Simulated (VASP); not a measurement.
# Ti (P-1) in VASP: single point with PBEsol

Aim: the single point of Ti with PBEsol.

Program: VASP 6.6.1. These are calculated values, not measurements. Logs are shortened: lines on timing, memory, paths and dates and some standing lists are left out, and cuts for length are marked.

### Step 1. The cell of the first run

The typed cell holds 2 atoms: a = 2.951 Å, b = 2.912 Å, c = 4.687 Å, α = 89.36°, β = 88.27°, γ = 118.70°.

### Step 2. Single point, PBEsol (equal xy, yz and zx shear strains of +3 %)

Input file INCAR:

```
SYSTEM = Ti
  ALGO = Normal
  EDIFF = 1E-7
  ENCUT = 520
  GGA = PS
  ISIF = 2
  ISMEAR = -1
  LASPH = .True.
  LCHARG = .False.
  LREAL = .False.
  LWAVE = .False.
  NBANDS = 19
  NELM = 100
  PREC = Accurate
  SIGMA = 0.08
```

Input file KPOINTS:

```
k-points
0
Gamma
  13 13 7
  0 0 0
```

Input file POSCAR:

```
Ti
1.0
    2.9499978604      0.0442499679      0.0442499679
   -1.4366773339      2.5326481043      0.0161966124
    0.0702900000      0.0702900000      4.6860000000
Ti
2
Direct
    0.3333333333      0.6666666667      0.2500000000
    0.6666666667      0.3333333333      0.7500000000
```

Potentials or basis: VASP PAW PBE potentials, release 64 (Ti_sv).

Launch:

```sh
cat potpaw_PBE.64/Ti_sv/POTCAR > POTCAR
mpirun -np 1 vasp_std > vasp.out
```

OUTCAR:

```text
SYSTEM = Ti
   EDIFF = 1E-7
   ENCUT = 520
   GGA = PS
   ISIF = 2
   ISMEAR = -1
   LASPH = .True.
   LREAL = .False.
   NELM = 100
   PREC = Accurate

 ion  position               nearest neighbor table
   1  0.333  0.667  0.250-   2 2.85   2 2.86   2 2.87   2 2.90
   2  0.667  0.333  0.750-   1 2.85   1 2.86   1 2.87   1 2.90

  LATTYP: Found a triclinic cell.
 ALAT       =     2.9506615353
 B/A-ratio  =     2.5162064316
 C/A-ratio  =     4.1564239012
 COS(alpha) =     0.0014063107
 COS(beta)  =     0.6182758024
 COS(gamma) =     0.7757749492

  Lattice vectors:

 A1 = (  -2.9499978604,  -0.0442499679,  -0.0442499679)
 A2 = (  -5.8297057208,  -0.0182099358,   4.5975000642)
 A3 = (  -7.4772530547,   2.3035681685,  -9.4443033234)

Analysis of symmetry for initial positions (statically):
=====================================================================
 Subroutine PRICEL returns:
 Original cell was already a primitive cell.

 Routine SETGRP: Setting up the symmetry group for a
 triclinic supercell.

 Subroutine GETGRP returns: Found  2 space group operations
 (whereof  2 operations were pure point group operations)
 out of a pool of  2 trial point group operations.

The static configuration has the point symmetry S_2 .

Analysis of symmetry for dynamics (positions and initial velocities):
=====================================================================
 Subroutine PRICEL returns:
 Original cell was already a primitive cell.

 Routine SETGRP: Setting up the symmetry group for a
 triclinic supercell.

 Subroutine GETGRP returns: Found  2 space group operations
 (whereof  2 operations were pure point group operations)
 out of a pool of  2 trial point group operations.

The dynamic configuration has the point symmetry S_2 .

 Subroutine INISYM returns: Found  2 space group operations
 (whereof  2 operations are pure point group operations),
 and found     1 'primitive' translations

----------------------------------------------------------------------------------------

                                     Primitive cell

  volume of cell :      35.2928

  direct lattice vectors                    reciprocal lattice vectors
     2.949997860  0.044249968  0.044249968     0.336240072  0.190787078 -0.007905407
    -1.436677334  2.532648104  0.016196612    -0.005787160  0.391597810 -0.005787160
     0.070290000  0.070290000  4.686000000    -0.003155117 -0.003155117  0.213496275

  length of vectors
     2.950661535  2.911805370  4.687054231     0.386677631  0.391683325  0.213542898

  position of ions in fractional coordinates (direct lattice)
     0.333333333  0.666666667  0.250000000
     0.666666667  0.333333333  0.750000000

  ion indices of the primitive-cell ions
   primitive index   ion index
                 1           1
                 2           2

----------------------------------------------------------------------------------------

 KPOINTS: k-points

Automatic generation of k-mesh.
 Grid dimensions read from file:
 generate k-points for:   13   13    7

 Generating k-lattice:

  Cartesian coordinates                     Fractional coordinates (reciprocal lattice)
     0.025864621  0.014675929 -0.000608108     0.076923077 -0.000000000  0.000000000
    -0.000445166  0.030122908 -0.000445166     0.000000000  0.076923077  0.000000000
    -0.000450731 -0.000450731  0.030499468     0.000000000  0.000000000  0.142857143

  Length of vectors
     0.029744433  0.030129487  0.030506128

  Shift w.r.t. Gamma in fractional coordinates (k-lattice)
     0.000000000  0.000000000  0.000000000

 Subroutine IBZKPT returns following result:
 ===========================================

 Found    592 irreducible k-points:

 Following reciprocal coordinates:
            Coordinates               Weight
  0.000000  0.000000  0.000000      1.000000
  0.076923  0.000000 -0.000000      2.000000
  0.153846  0.000000  0.000000      2.000000
  0.230769 -0.000000 -0.000000      2.000000
  0.307692  0.000000  0.000000      2.000000
  0.384615 -0.000000 -0.000000      2.000000
[... 16 lines left out ...]
  0.153846  0.153846 -0.000000      2.000000
  0.230769  0.153846 -0.000000      2.000000
 [... further k-points ...]
   k-points           NKPTS =    592   k-points in BZ     NKDIM =    592   number of bands    NBANDS=     19
   number of dos      NEDOS =    301   number of ions     NIONS =      2
   total plane-waves  NPLWV =  20736
   dimension x,y,z NGX =    24 NGY =   24 NGZ =   36
   dimension x,y,z NGXF=    48 NGYF=   48 NGZF=   72
   ions per type =               2
   NGX,Y,Z   is equivalent  to a cutoff of  13.52, 13.70, 12.77 a.u.
   NGXF,Y,Z  is equivalent  to a cutoff of  27.04, 27.41, 25.54 a.u.
 SYSTEM =  Ti
   PREC   = accura    normal or accurate (medium, high low for compatibility)
   ISTART =      0    job   : 0-new  1-cont  2-samecut
   ICHARG =      2    charge: 1-file 2-atom 10-const
   ISPIN  =      1    spin polarized calculation?
   LNONCOLLINEAR =      F non collinear calculations
   LSORBIT =      F    spin-orbit coupling
   LASPH  =      T    aspherical Exc in radial PAW
   ENCUT  =  520.0 eV  38.22 Ry    6.18 a.u.   5.49  5.41  8.71*2*pi/ulx,y,z
   NELM   =    100;   NELMIN=  2; NELMDL= -5     # of ELM steps
   EDIFF  = 0.1E-06   stopping-criterion for ELM
   LREAL  =      F    real-space projection
   EDIFFG = 0.1E-05   stopping-criterion for IOM
   NSW    =      0    number of steps for IOM
   IBRION =     -1    ionic relax: 0-MD 1-quasi-New 2-CG
   NFREE  =      0    steps in history (QN), initial steepest desc. (CG)
   ISIF   =      2    stress and relaxation
   ISYM   =      2    0-nonsym 1-usesym 2-fastsym
   POTIM  = 0.5000    time-step for ionic-motion
   TEBEG  =    0.0;   TEEND  =   0.0 temperature during run
   PSTRESS=    0.0 pullay stress
   NELECT =      24.0000    total number of electrons
   NUPDOWN=      -1.0000    fix difference up-down
   EMIN   =  10.00;   EMAX   =-10.00  energy-range for DOS
   EFERMI =   0.00;   METHOD = LEGACY
   ISMEAR =    -1;   SIGMA  =   0.08  broadening in eV -4-tet -1-fermi 0-gaus
   EFERMI_NEDOS =   21; number of points for ismear=-14 and -15
   IALGO  =     38    algorithm
   IMIX   =      4    mixing-type and parameters
     AMIX     =   0.40;   BMIX     =  1.00
     AMIX_MAG =   1.60;   BMIX_MAG =  1.00
  volume/ion in A,a.u.               =      17.65       119.08
  Fermi-wavevector in a.u.,A,eV,Ry     =   1.439627  2.720500 28.198417  2.072525
  Thomas-Fermi vector in A             =   2.558461
   LORBIT       =      0    0 simple, 1 ext, 2 COOP (PROOUT), +10 PAW based schemes
   GGA     = PS    functional components
   LHFCALC =     F    Hartree Fock is set to
   AEXX    =    0.0000 exact exchange contribution
   IVDW    =     0    specifies the selected vdW correction
   LEPSILON=     F    determine dielectric tensor
   LRPA    =     F    only Hartree local field effects (RPA)
 non-spin polarized calculation
  energy-cutoff  :      520.00
  volume of cell :       35.29
 maximum number of plane-waves:       973
 NGX is ok and might be reduce to    24
   NGX = 11   NGY = 11   NGZ = 17

 number of electron      23.9999999 magnetization

 Free energy of the ion-electron system (eV)
  ---------------------------------------------------
  ext. energy  EPLUGINS =         0.00000000
  ---------------------------------------------------
  free energy    TOTEN  =       -16.65157391 eV

  energy without entropy =      -16.60096340  energy(sigma->0) =      -16.62626866

 E-fermi :   8.0172     XC(G=0): -11.5582

 val. band max:        8.0158047031   @ k =  -0.0769   0.2308   0.2857
 cond. band min:       8.0179950801   @ k =   0.0000   0.0000   0.4286
 fundamental gap:      0.0021903770
 Fermi energy:         8.0171532652

 k-point     1 :       0.0000    0.0000    0.0000
  band No.  band energies     occupation
      1     -48.6047      2.00000
      2     -48.4738      2.00000
      3     -25.2767      2.00000
      4     -24.6704      2.00000
      5     -24.6460      2.00000
      6     -24.6017      2.00000
[... 11 lines left out ...]
     18       9.7012      0.00000
     19      11.0952      0.00000

 k-point     2 :       0.0769    0.0000   -0.0000
  band No.  band energies     occupation
      1     -48.5995      2.00000
      2     -48.4719      2.00000
      3     -25.2645      2.00000
      4     -24.6943      2.00000
      5     -24.6545      2.00000
      6     -24.6149      2.00000
[... 11 lines left out ...]
     18       9.6255      0.00000
     19      11.2222      0.00000

 k-point     3 :       0.1538    0.0000    0.0000
  band No.  band energies     occupation
      1     -48.5846      2.00000
      2     -48.4666      2.00000
      3     -25.2297      2.00000
      4     -24.7625      2.00000
      5     -24.6759      2.00000
      6     -24.6739      2.00000
[... 11 lines left out ...]
     18       9.8110      0.00000
     19      11.3237      0.00000

 k-point     4 :       0.2308   -0.0000   -0.0000
  band No.  band energies     occupation
      1     -48.5628      2.00000
      2     -48.4600      2.00000
      3     -25.1765      2.00000
      4     -24.8599      2.00000
      5     -24.7675      2.00000
      6     -24.7039      2.00000
[... 11 lines left out ...]
     18      10.2190      0.00000
     19      11.4271      0.00000

 k-point     5 :       0.3077    0.0000    0.0000
  band No.  band energies     occupation
      1     -48.5381      2.00000
      2     -48.4545      2.00000
      3     -25.1126      2.00000
      4     -24.9641      2.00000
      5     -24.8649      2.00000
      6     -24.7327      2.00000
[... 11 lines left out ...]
     18      10.7014      0.00000
     19      11.5066      0.00000
[... 334 lines left out ...]
      2     -48.4655      2.00000
      3     -25.2279      2.00000
      4     -24.7556      2.00000
      5     -24.6910      2.00000
      6     -24.6653      2.00000
[... 11 lines left out ...]
     18       9.7171      0.00000
     19      11.2884      0.00000

 k-point    22 :       0.0769    0.1538   -0.0000
  band No.  band energies     occupation
      1     -48.5701      2.00000
      2     -48.4616      2.00000
      3     -25.1957      2.00000
      4     -24.8027      2.00000
      5     -24.7517      2.00000
      6     -24.6857      2.00000
[... 11 lines left out ...]
     18      10.0976      0.00000
     19      11.3427      0.00000

 k-point    23 :       0.1538    0.1538   -0.0000
  band No.  band energies     occupation
      1     -48.5504      2.00000
      2     -48.4565      2.00000
      3     -25.1458      2.00000
      4     -24.8587      2.00000
      5     -24.8409      2.00000
      6     -24.7157      2.00000
[... 11 lines left out ...]
     18      10.6030      0.00000
     19      11.3733      0.00000

 k-point    24 :       0.2308    0.1538   -0.0000
  band No.  band energies     occupation
      1     -48.5276      2.00000
      2     -48.4523      2.00000
      3     -25.0847      2.00000
      4     -24.9453      2.00000
      5     -24.8975      2.00000
      6     -24.7617      2.00000
[... 11 lines left out ...]
     18      11.1833      0.00000
     19      11.3986      0.00000

 [... further k-points ...]

------------------------ aborting loop because EDIFF is reached ----------------------------------------

  FORCE on cell =-STRESS in cart. coord.  units (eV):
  Direction    XX          YY          ZZ          XY          YZ          ZX
  --------------------------------------------------------------------------------------
  -------------------------------------------------------------------------------------
  Total       -1.2734444     -1.2573054     -1.3854324     -0.3647512     -0.2304473     -0.2326462
  in kB      -57.8102132    -57.0775560    -62.8941025    -16.5585135    -10.4615547    -10.5613766
  external PRESSURE =     -59.2606239 kB  Pullay stress =       0.0000000 kB

 VOLUME and BASIS-vectors are now :
 -----------------------------------------------------------------------------
  energy-cutoff  :      520.00
  volume of cell :       35.29
      direct lattice vectors                 reciprocal lattice vectors
     2.949997860  0.044249968  0.044249968     0.336240072  0.190787078 -0.007905407
    -1.436677334  2.532648104  0.016196612    -0.005787160  0.391597810 -0.005787160
     0.070290000  0.070290000  4.686000000    -0.003155117 -0.003155117  0.213496275

 POSITION                                       TOTAL-FORCE (eV/Angst)
 -----------------------------------------------------------------------------------
      0.04312      1.72075      1.19705        -0.071158      0.002757      0.011514
      1.54049      0.92643      3.54940         0.071158     -0.002757     -0.011514
 -----------------------------------------------------------------------------------
    total drift:                               -0.000000      0.000000     -0.000000

  FREE ENERGIE OF THE ION-ELECTRON SYSTEM (eV)
  ---------------------------------------------------
  free  energy   TOTEN  =       -16.6515739127 eV

  energy  without entropy=      -16.6009634039  energy(sigma->0) =      -16.62626866
```

Run time: 10 min. Hardware: 1 thread of Oxide Virtual Turin-like, shared host; peak memory 0.38 GiB.

Results:

- Free energy: -16.6516 eV
- Pressure: -5.9 GPa
- Largest force: 0.072 eV/Å
- Band gap on the k mesh: zero (band 12 reaches 8.77 eV, above the bottom of band 13 at 7.69 eV)

Forces in eV/Å, atoms in the order of the input:
```
Ti  -0.071  0.003  0.012
Ti   0.071 -0.003 -0.012
```

Caveat: the cell differs from its parent crystal (equal xy, yz and zx shear strains of +3 %); the PAW data sets were made with another functional, which shifts forces and pressure a little.
